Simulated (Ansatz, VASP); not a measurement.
# SrTe in VASP and in Ansatz

```
Sr Te
1.0
     0.00000    2.74951    2.74951
     2.74951    0.00000    2.74951
     2.74951    2.74951    0.00000
Sr Te
1 1
Cartesian
  0.0000 0.0000 0.0000
  2.7495 2.7495 2.7495
```

Change from the starting cell: volume scaled by 0.55, crystal datasets.

Alike in both runs: task electric field gradients; functional PBEsol; k mesh 7 × 7 × 7; occupations fermi-dirac, width 0.03 eV; no spin polarisation.

|  | VASP | Ansatz |
| --- | --- | --- |
| version | VASP 6.6.1 | Ansatz 0.2.0 |
| potentials or method | VASP PAW PBE potentials, release 64 (Sr_sv, Te), cutoff 400 eV | all-electron PAW with datasets made for the crystal, scalar-relativistic |

|  | VASP | Ansatz | Ansatz less VASP |
| --- | --- | --- | --- |
| pressure (GPa) | 61.2 | 60.6 | -0.60 |

VASP's potentials were made for PBE, not for PBEsol. Both programs put the cell under a high pressure, so it lies far from rest at this level. Ansatz ran all-electron here, and VASP with PAW potentials.

Neither program's run includes spin-orbit coupling. Noted on VASP's run: the cell as given lies far from equilibrium.
